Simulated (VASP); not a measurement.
# Hg (Pm-3m) in VASP: relaxation of cell and atoms with PBE

Aim: the relaxation of cell and atoms of Hg with PBE.

Everything below comes from runs of VASP 6.6.1. Logs are shortened: lines on timing, memory, paths and dates and some standing lists are left out, and cuts for length are marked.

## Step 1: The cell of the first run

The structure is cubic, space group Pm-3m (No. 221). Conventional cell: a = 3.125 Å, b = 3.125 Å, c = 3.125 Å, α = 90.00°, β = 90.00°, γ = 90.00°. Within 4.1 Å of Hg (site symmetry m-3m) lie 6 Hg at 3.12 Å.

## Step 2: Relaxation of cell and atoms, PBE

INCAR reads:

```
SYSTEM = Hg
PREC = Accurate
ENCUT = 550
EDIFF = 1E-7
ISMEAR = -1
SIGMA = 0.05
LREAL = .FALSE.
LASPH = .TRUE.
NELM = 120
ALGO = Normal
ISIF = 3
LWAVE = .FALSE.
LCHARG = .FALSE.
GGA = PE
IBRION = 2
NSW = 100
EDIFFG = -0.005
GGA_COMPAT = .FALSE.
NELMIN = 4
```

KPOINTS reads:

```
Automatic mesh
0
G
  12 12 12
  0 0 0
```

POSCAR reads:

```
Hg
1.0
    3.1249785760      0.0000000000      0.0000000000
    0.0000000000      3.1249785760      0.0000000000
    0.0000000000      0.0000000000      3.1249785760
Hg
1
Direct
    0.0000000000      0.0000000000      0.0000000000
```

Potentials or basis: VASP PAW PBE potentials, release 64 (Hg_sv_GW).

Started as:

```
$ cat potpaw_PBE.64/Hg_sv_GW/POTCAR > POTCAR
$ mpirun -np 1 vasp_std > vasp.out
```

OUTCAR:

```text
SYSTEM = Hg
   PREC = Accurate
   ENCUT = 550
   EDIFF = 1E-7
   ISMEAR = -1
   LREAL = .FALSE.
   LASPH = .TRUE.
   NELM = 120
   ISIF = 3
   GGA = PE
   IBRION = 2
   NSW = 100
   EDIFFG = -0.005
   NELMIN = 4

 ion  position               nearest neighbor table
   1  0.000  0.000  0.000-

  LATTYP: Found a simple cubic cell.
 ALAT       =     3.1249785760

  Lattice vectors:

 A1 = (   3.1249785760,   0.0000000000,   0.0000000000)
 A2 = (   0.0000000000,   3.1249785760,   0.0000000000)
 A3 = (   0.0000000000,   0.0000000000,   3.1249785760)

Analysis of symmetry for initial positions (statically):
=====================================================================
 Subroutine PRICEL returns:
 Original cell was already a primitive cell.

 Routine SETGRP: Setting up the symmetry group for a
 simple cubic supercell.

 Subroutine GETGRP returns: Found 48 space group operations
 (whereof 48 operations were pure point group operations)
 out of a pool of 48 trial point group operations.

The static configuration has the point symmetry O_h .

Analysis of symmetry for dynamics (positions and initial velocities):
=====================================================================
 Subroutine PRICEL returns:
 Original cell was already a primitive cell.

 Routine SETGRP: Setting up the symmetry group for a
 simple cubic supercell.

 Subroutine GETGRP returns: Found 48 space group operations
 (whereof 48 operations were pure point group operations)
 out of a pool of 48 trial point group operations.

The dynamic configuration has the point symmetry O_h .

 Subroutine INISYM returns: Found 48 space group operations
 (whereof 48 operations are pure point group operations),
 and found     1 'primitive' translations

----------------------------------------------------------------------------------------

                                     Primitive cell

  volume of cell :      30.5170

  direct lattice vectors                    reciprocal lattice vectors
     3.124978576  0.000000000  0.000000000     0.320002194  0.000000000  0.000000000
     0.000000000  3.124978576  0.000000000     0.000000000  0.320002194  0.000000000
     0.000000000  0.000000000  3.124978576     0.000000000  0.000000000  0.320002194

  length of vectors
     3.124978576  3.124978576  3.124978576     0.320002194  0.320002194  0.320002194

  position of ions in fractional coordinates (direct lattice)
     0.000000000  0.000000000  0.000000000

  ion indices of the primitive-cell ions
   primitive index   ion index
                 1           1

----------------------------------------------------------------------------------------

 KPOINTS: Automatic mesh

Automatic generation of k-mesh.
 Grid dimensions read from file:
 generate k-points for:   12   12   12

 Generating k-lattice:

  Cartesian coordinates                     Fractional coordinates (reciprocal lattice)
     0.026666849  0.000000000  0.000000000     0.083333333  0.000000000  0.000000000
     0.000000000  0.026666849  0.000000000     0.000000000  0.083333333  0.000000000
     0.000000000  0.000000000  0.026666849     0.000000000  0.000000000  0.083333333

  Length of vectors
     0.026666849  0.026666849  0.026666849

  Shift w.r.t. Gamma in fractional coordinates (k-lattice)
     0.000000000  0.000000000  0.000000000

 Subroutine IBZKPT returns following result:
 ===========================================

 Found     84 irreducible k-points:

 Following reciprocal coordinates:
            Coordinates               Weight
  0.000000  0.000000  0.000000      1.000000
  0.083333  0.000000  0.000000      6.000000
  0.166667  0.000000  0.000000      6.000000
  0.250000  0.000000  0.000000      6.000000
  0.333333  0.000000  0.000000      6.000000
  0.416667  0.000000  0.000000      6.000000
[... 16 lines left out ...]
  0.333333  0.333333  0.000000     12.000000
  0.416667  0.333333  0.000000     24.000000
 [... further k-points ...]
   k-points           NKPTS =     84   k-points in BZ     NKDIM =     84   number of bands    NBANDS=     14
   number of dos      NEDOS =    301   number of ions     NIONS =      1
   total plane-waves  NPLWV =  13824
   dimension x,y,z NGX =    24 NGY =   24 NGZ =   24
   dimension x,y,z NGXF=    48 NGYF=   48 NGZF=   48
   ions per type =               1
   NGX,Y,Z   is equivalent  to a cutoff of  12.77, 12.77, 12.77 a.u.
   NGXF,Y,Z  is equivalent  to a cutoff of  25.54, 25.54, 25.54 a.u.
 SYSTEM =  Hg
   PREC   = accura    normal or accurate (medium, high low for compatibility)
   ISTART =      0    job   : 0-new  1-cont  2-samecut
   ICHARG =      2    charge: 1-file 2-atom 10-const
   ISPIN  =      1    spin polarized calculation?
   LNONCOLLINEAR =      F non collinear calculations
   LSORBIT =      F    spin-orbit coupling
   LASPH  =      T    aspherical Exc in radial PAW
   ENCUT  =  550.0 eV  40.42 Ry    6.36 a.u.   5.98  5.98  5.98*2*pi/ulx,y,z
   NELM   =    120;   NELMIN=  4; NELMDL= -5     # of ELM steps
   EDIFF  = 0.1E-06   stopping-criterion for ELM
   LREAL  =      F    real-space projection
   EDIFFG = -.5E-02   stopping-criterion for IOM
   NSW    =    100    number of steps for IOM
   IBRION =      2    ionic relax: 0-MD 1-quasi-New 2-CG
   NFREE  =      1    steps in history (QN), initial steepest desc. (CG)
   ISIF   =      3    stress and relaxation
   ISYM   =      2    0-nonsym 1-usesym 2-fastsym
   POTIM  = 0.5000    time-step for ionic-motion
   TEBEG  =    0.0;   TEEND  =   0.0 temperature during run
   PSTRESS=    0.0 pullay stress
   NELECT =      20.0000    total number of electrons
   NUPDOWN=      -1.0000    fix difference up-down
   EMIN   =  10.00;   EMAX   =-10.00  energy-range for DOS
   EFERMI =   0.00;   METHOD = LEGACY
   ISMEAR =    -1;   SIGMA  =   0.05  broadening in eV -4-tet -1-fermi 0-gaus
   EFERMI_NEDOS =   21; number of points for ismear=-14 and -15
   IALGO  =     38    algorithm
   IMIX   =      4    mixing-type and parameters
     AMIX     =   0.40;   BMIX     =  1.00
     AMIX_MAG =   1.60;   BMIX_MAG =  1.00
  volume/ion in A,a.u.               =      30.52       205.94
  Fermi-wavevector in a.u.,A,eV,Ry     =   1.422016  2.687220 27.512738  2.022129
  Thomas-Fermi vector in A             =   2.542764
   LORBIT       =      0    0 simple, 1 ext, 2 COOP (PROOUT), +10 PAW based schemes
   GGA     = PE    functional components
   LHFCALC =     F    Hartree Fock is set to
   AEXX    =    0.0000 exact exchange contribution
   IVDW    =     0    specifies the selected vdW correction
   LEPSILON=     F    determine dielectric tensor
   LRPA    =     F    only Hartree local field effects (RPA)
 conjugate gradient relaxation of ions
 non-spin polarized calculation
  energy-cutoff  :      550.00
  volume of cell :       30.52
 maximum number of plane-waves:       922
 NGX is ok and might be reduce to    24
   NGX = 11   NGY = 11   NGZ = 11

--------------------------------------- Ionic step        1  -------------------------------------------

 number of electron      20.0000000 magnetization

 Free energy of the ion-electron system (eV)
  ---------------------------------------------------
  ext. energy  EPLUGINS =         0.00000000
  ---------------------------------------------------
  free energy    TOTEN  =        -0.17386491 eV

  energy without entropy =       -0.16923187  energy(sigma->0) =       -0.17154839

------------------------ aborting loop because EDIFF is reached ----------------------------------------

  FORCE on cell =-STRESS in cart. coord.  units (eV):
  Direction    XX          YY          ZZ          XY          YZ          ZX
  --------------------------------------------------------------------------------------
  -------------------------------------------------------------------------------------
  Total       -0.0848234     -0.0848234     -0.0848234      0.0000000      0.0000000     -0.0000000
  in kB       -4.4533351     -4.4533351     -4.4533351      0.0000000      0.0000000     -0.0000000
  external PRESSURE =      -4.4533351 kB  Pullay stress =       0.0000000 kB
[... 90 lines left out ...]
  energy  without entropy=       -0.1719916672  energy(sigma->0) =       -0.17388342

--------------------------------------- Ionic step        4  -------------------------------------------

 number of electron      19.9999995 magnetization

 Free energy of the ion-electron system (eV)
  ---------------------------------------------------
  ext. energy  EPLUGINS =         0.00000000
  ---------------------------------------------------
  free energy    TOTEN  =        -0.17578556 eV

  energy without entropy =       -0.17212004  energy(sigma->0) =       -0.17395280

 E-fermi :   4.0412     XC(G=0):  -9.9708

 val. band max:        3.9880465031   @ k =   0.4167   0.0833   0.0000
 cond. band min:       4.0778052130   @ k =   0.5000   0.2500   0.0833
 fundamental gap:      0.0897587099
 Fermi energy:         4.0411705350

 k-point     1 :       0.0000    0.0000    0.0000
  band No.  band energies     occupation
      1    -110.8162      2.00000
      2     -59.1381      2.00000
      3     -59.1381      2.00000
      4     -59.1381      2.00000
      5      -3.7991      2.00000
      6      -3.6584      2.00000
      7      -3.6584      2.00000
      8      -1.8835      2.00000
      9      -1.8835      2.00000
     10      -1.8835      2.00000
     11      13.4871      0.00000
     12      13.4871      0.00000
     13      13.4871      0.00000
     14      16.7618      0.00000
[... 375 lines left out ...]
 k-point    24 :       0.4167    0.3333    0.0000
  band No.  band energies     occupation
      1    -110.8148      2.00000
      2     -59.1672      2.00000
      3     -59.1607      2.00000
      4     -59.1341      2.00000
      5      -3.3143      2.00000
      6      -3.1652      2.00000
      7      -2.3369      2.00000
      8      -2.2301      2.00000
      9      -1.9271      2.00000
     10       1.5339      2.00000
     11       5.6727      0.00000
     12       8.5461      0.00000
     13      13.1268      0.00000
     14      19.2511      0.00000

 [... further k-points ...]

------------------------ aborting loop because EDIFF is reached ----------------------------------------

  FORCE on cell =-STRESS in cart. coord.  units (eV):
  Direction    XX          YY          ZZ          XY          YZ          ZX
  --------------------------------------------------------------------------------------
  -------------------------------------------------------------------------------------
  Total        0.0029257      0.0029257      0.0029257      0.0000000      0.0000000     -0.0000000
  in kB        0.1598321      0.1598321      0.1598321      0.0000000      0.0000000     -0.0000000
  external PRESSURE =       0.1598321 kB  Pullay stress =       0.0000000 kB
[... 16 lines left out ...]
  FREE ENERGIE OF THE ION-ELECTRON SYSTEM (eV)
  ---------------------------------------------------
  free  energy   TOTEN  =        -0.1757855644 eV

  energy  without entropy=       -0.1721200393  energy(sigma->0) =       -0.17395280

 reached required accuracy - stopping structural energy minimisation
```

It took 54 s on 1 thread of AMD EPYC 9R45 (Zen 5), shared host; peak memory 0.15 GiB.

What came out:

```yaml
Free_energy: -0.1758 eV
Relaxed_volume: 29.33 Å³/atom
Relaxed_cell: a = 3.084 Å, b = 3.084 Å, c = 3.084 Å, α = 90.00°, β = 90.00°, γ = 90.00°
Space_group_after_relaxing_to_0.1_Å: Pm-3m (No. 221)
Energy_gained_by_relaxing: 1.9 meV/atom
Ionic_steps: 4
Pressure_after_relaxing: 0.0 GPa
Band_gap_on_the_k_mesh: zero (bands 10 and 11 overlap by 5.19 eV)
```

The path:
```
step  energy change (eV)  largest force (eV/Å)  pressure (GPa)  volume (Å³)
   1              0.0000                0.0000           -0.45        30.52
   2             -0.0009                0.0000           -0.36        30.14
   3             -0.0019                0.0000           -0.05        29.43
   4             -0.0019                0.0000            0.02        29.33
```

Final structure:
```
Hg
1.0
     3.08385    0.00000    0.00000
     0.00000    3.08385    0.00000
     0.00000    0.00000    3.08385
Hg
1
Cartesian
  0.0000 0.0000 0.0000
```

Levels at points of the mesh, in eV from the Fermi level:
```
           k point  band 6  band 7  band 8  band 9  band 10  band 11  band 12  band 13  band 14
(0.00, 0.00, 0.00)   -7.70   -7.70   -5.92   -5.92    -5.92     9.45     9.45     9.45    12.72
(0.50, 0.00, 0.00)   -7.35   -6.48   -6.48   -5.88    -2.94    -1.41    12.89    12.89    13.55
(0.50, 0.50, 0.00)   -7.29   -6.39   -6.39   -5.40     0.22     1.53     1.53     7.06    16.38
(0.50, 0.50, 0.50)   -7.24   -7.24   -5.37   -5.37     3.78     4.50     4.50     4.50     8.50
```

Caveat: spin-orbit coupling is left out, which moves the levels of the heavy elements.

The gap in the log of VASP goes by the Fermi energy; the results here count the filled bands.